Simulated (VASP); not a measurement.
Wanted: the native input for a VASP 6.6.1 run.

```
Task                   : relaxation of cell and atoms
Functional             : PBE
Dispersion             : D3(BJ)
Potentials or basis    : VASP PAW PBE potentials, release 64 (C)
Cutoff                 : 600 eV
k mesh                 : 8 × 8 × 8
Occupations            : gaussian, width 0.01 eV
Spin                   : no spin polarisation
Dipole correction      : no
Further INCAR settings : ALGO = Normal; EDIFF = 1e-07; IBRION = 2; EDIFFG = -0.01; NSW = 80; ISIF = 3
```

The structure of C lies in POSCAR:

```
C
1.0
    0.0000000000      1.7833700000      1.7833700000
    1.7833700000      0.0000000000      1.7833700000
    1.7833700000      1.7833700000      0.0000000000
C
2
Direct
    0.0000000000      0.0000000000      0.0000000000
    0.2500000000      0.2500000000      0.2500000000
```

These files were run (other wordings do the same):

INCAR

```
ALGO = Normal
EDIFF = 1E-7
EDIFFG = -0.01
ENCUT = 600
GGA = PE
IBRION = 2
ISIF = 3
ISMEAR = 0
IVDW = 12
LASPH = T
LCHARG = F
LREAL = F
LWAVE = F
NELM = 100
NSW = 80
PREC = Accurate
SIGMA = 0.01
```

KPOINTS

```
k-points
0
Gamma
  8 8 8
```

Potentials or basis: VASP PAW PBE potentials, release 64 (C).

The run is started by

```console
$ cat potpaw_PBE.64/C/POTCAR > POTCAR
$ mpirun -np 1 vasp_std > vasp.out
```

It gave:

```
Relaxed volume                         : 5.63 Å³/atom
Relaxed cell                           : a = 2.515 Å, b = 2.515 Å, c = 2.515 Å, α = 60.00°, β = 60.00°, γ = 60.00°
Space group after relaxing (to 0.05 Å) : Fd-3m (No. 227)
Energy gained by relaxing              : 0.5 meV/atom
Ionic steps                            : 3
Pressure after relaxing                : 0.0 GPa
Band gap on the k mesh                 : 4.15 eV, indirect (least direct gap 5.61 eV)
Dispersion energy per atom             : -0.193 eV
```

Run time: 18 s on 1 thread of AMD EPYC 7R13, on a shared host, peak memory 0.1 GiB.
